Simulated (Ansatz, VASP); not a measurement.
AlN: VASP beside Ansatz

File INCAR:

```
PREC = Accurate
ENCUT = 600
EDIFF = 1E-6
ISMEAR = 0
SIGMA = 0.05
LREAL = F
LASPH = T
NELM = 120
ALGO = Normal
ISIF = 2
LWAVE = F
LCHARG = T
GGA = PE
LELF = T
LVHAR = T
NBANDS = 16
GGA_COMPAT = F
```

Contents of KPOINTS:

```
regular mesh
0
Gamma
  8 8 6
```

POSCAR

```
AlN
1.0
    0.0000000000     -2.0353166207     -2.0353166207
    0.0000000000      2.0353166207     -2.0353166207
    4.0706332413      0.0000000000      0.0000000000
Al N
2 2
Direct
    0.5043953878      0.4956046122      0.0000000000
   -0.0043953878      0.0043953878      0.5000000000
    0.5233378923      0.4766621077      0.5000000000
   -0.0233378923      1.0233378923      0.0000000000
```

Input for Ansatz:

```yaml
crystal:
  lattice:
    - [0.0, -2.0353166207, -2.0353166207]
    - [0.0, 2.0353166207, -2.0353166207]
    - [4.0706332413, 0.0, 0.0]
  atoms:
    - { symbol: Al, position: [0.5043953878, 0.4956046122, 0.0] }
    - { symbol: Al, position: [-0.0043953878, 0.0043953878, 0.5] }
    - { symbol: "N", position: [0.5233378923, 0.4766621077, 0.5] }
    - { symbol: "N", position: [-0.0233378923, 1.0233378923, 0.0] }
basis:
  ecutwfc: 520.0
kpoints:
  mp_grid: { grid: [8, 8, 6] }
hamiltonian:
  xc: pbe
  pseudopotentials: { kind: paw }
scf:
  occupations: { method: gaussian, width: 0.05 }
output:
  forces: true
  stress: true
  eigenvalues: true
```

Change from the starting cell: mode 10 frozen in at -0.095 Å and mode 12 at +0.000 Å (largest displacements).

Alike in both runs: task single point; functional PBE; k mesh 8 × 8 × 6; occupations gaussian, width 0.05 eV; no spin polarisation.

|  | VASP | Ansatz |
| --- | --- | --- |
| version | VASP 6.6.1 | Ansatz 0.2.0 |
| potentials or method | VASP PAW PBE potentials, release 64 (Al, N), cutoff 600 eV | scalar-relativistic, plane waves, PAW |
| valence electrons in the cell | 16 | 16 |

|  | VASP | Ansatz | Ansatz less VASP |
| --- | --- | --- | --- |
| gap on the k mesh at the Fermi level (eV) | 4.23 | 4.25 | +0.022 |
| least direct gap on the mesh (eV) | 4.44 | 4.46 | +0.021 |
| pressure (GPa) | 1.9 | 2.4 | +0.43 |
| traceless stress, the component that is largest in VASP (GPa) | 4.50 | 4.47 | -0.024 |
| rms of the force components (eV/Å) | 0.684 | 0.682 | -0.0016 |

Atom by atom the forces differ by 0.002 eV/Å (rms over components).
